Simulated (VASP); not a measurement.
Write the native input for VASP 6.6.1 that does the following.

```
Task                   : single point
Functional             : PBE
Potentials or basis    : VASP PAW PBE potentials, release 64 (Y_sv, Lu, N)
Cutoff                 : 520 eV
k mesh                 : 12 × 12 × 4
Occupations            : gaussian, width 0.01 eV
Spin                   : no spin polarisation
Dipole correction      : no
Further INCAR settings : ALGO = Normal; EDIFF = 1e-07; NBANDS = 40
```

The structure of Y2LuN3 lies in POSCAR:

```
Y2LuN3
1.0
    3.5026507331      0.0000000294      0.0000000000
   -1.7513253920      3.0333845007      0.0000000000
    0.0000000000      0.0000000000      8.5809878334
Y Lu N
2 1 3
Direct
    0.3333333333      0.6666666667      0.6689040732
    0.6666666667      0.3333333333      0.3310959268
    0.0000000000      0.0000000000      0.0000000000
    0.3333333333      0.6666666667      0.1620832630
    0.6666666667      0.3333333333      0.8379167370
    0.0000000000      0.0000000000      0.5000000000
```

These files were run (other wordings do the same):

INCAR

```
SYSTEM = Y2LuN3
PREC     = Accurate       ! precision mode
ENCUT    = 520            ! plane-wave cutoff, eV
EDIFF    = 1E-7           ! SCF threshold, eV
ISMEAR   = 0              ! smearing method
SIGMA    = 0.01           ! smearing width, eV
LREAL    = .False.        ! projectors in reciprocal space
LASPH    = .True.         ! aspherical terms in the spheres
NELM     = 60             ! most SCF steps
ALGO     = Normal         ! electronic algorithm
ISIF     = 2              ! what is computed and relaxed
LWAVE    = .False.        ! write WAVECAR
LCHARG   = .True.         ! write CHGCAR
GGA      = PE             ! functional
LELF     = .True.         ! ELF
LVHAR    = .True.       
NBANDS   = 40             ! bands
```

KPOINTS

```
regular mesh
0
Gamma
  12 12 4
  0 0 0
```

Potentials or basis: VASP PAW PBE potentials, release 64 (Y_sv, Lu, N).

Command:

```sh
$ cat potpaw_PBE.64/Y_sv/POTCAR potpaw_PBE.64/Lu/POTCAR potpaw_PBE.64/N/POTCAR > POTCAR
$ mpirun -np 1 vasp_std > vasp.out
```

It gave:

```yaml
Pressure: -8.3 GPa
Largest_force: 0.041 eV/Å
Band_gap_on_the_k_mesh: 0.23 eV (least direct gap 0.74 eV)
```

Caveat: the cell stands under tension; semilocal functionals underestimate gaps, and a narrow one can read as zero; spin-orbit coupling is left out, which moves the levels of the heavy elements.

Run time: 3.6 min on 1 thread of Intel(R) Xeon(R) 6975P-C (Granite Rapids) (shared host), peak memory 0.41 GiB.
